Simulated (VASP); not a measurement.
A run of VASP 6.6.1 is set up as follows.

INCAR

```
SYSTEM = Si16B
  PREC = Accurate
  ENCUT = 520
  EDIFF = 1E-7
  ISMEAR = 0
  SIGMA = 0.02
  LREAL = Auto
  LASPH = .True.
  NELM = 150
  ALGO = Normal
  ISIF = 2
  LWAVE = .False.
  LCHARG = .False.
  ISPIN = 2
  MAGMOM = 0 0 0 0 0 0 0 0 0 0 0 0 0 0 0 0 1
  LORBIT = 11
  GGA = PS
  IBRION = 2
  NSW = 80
  EDIFFG = -0.03
  KPAR = 2
```

KPOINTS

```
regular mesh
0
Gamma
  2 2 2
  0 0 0
```

POSCAR

```
Si16B
1.0
    0.0000000000      5.4300000000      5.4300000000
    5.4300000000      0.0000000000      5.4300000000
    5.4300000000      5.4300000000      0.0000000000
Si B
16 1
Direct
    0.0000000000      0.0000000000      0.0000000000
    0.1250000000      0.1250000000      0.1250000000
    0.0000000000      0.0000000000      0.5000000000
    0.1250000000      0.1250000000      0.6250000000
    0.0000000000      0.5000000000      0.0000000000
    0.1250000000      0.6250000000      0.1250000000
    0.0000000000      0.5000000000      0.5000000000
    0.1250000000      0.6250000000      0.6250000000
    0.5000000000      0.0000000000      0.0000000000
    0.6250000000      0.1250000000      0.1250000000
    0.5000000000      0.0000000000      0.5000000000
    0.6250000000      0.1250000000      0.6250000000
    0.5000000000      0.5000000000      0.0000000000
    0.6250000000      0.6250000000      0.1250000000
    0.5000000000      0.5000000000      0.5000000000
    0.6250000000      0.6250000000      0.6250000000
    0.8780901000      0.8738293000      0.3844230000
```

Potentials or basis: VASP PAW PBE potentials, release 64 (Si, B).

Command:

```sh
$ cat potpaw_PBE.64/Si/POTCAR potpaw_PBE.64/B/POTCAR > POTCAR
$ mpirun -np 4 vasp_std > vasp.out
```

(1) Estimate the energy gained by relaxing.

(2) What does it give for the net moment?

Results:

(1) 4.9 meV/atom.

(2) 0.00 μB per cell.

Caveat: the k points lie up to 0.50 Å⁻¹ apart.
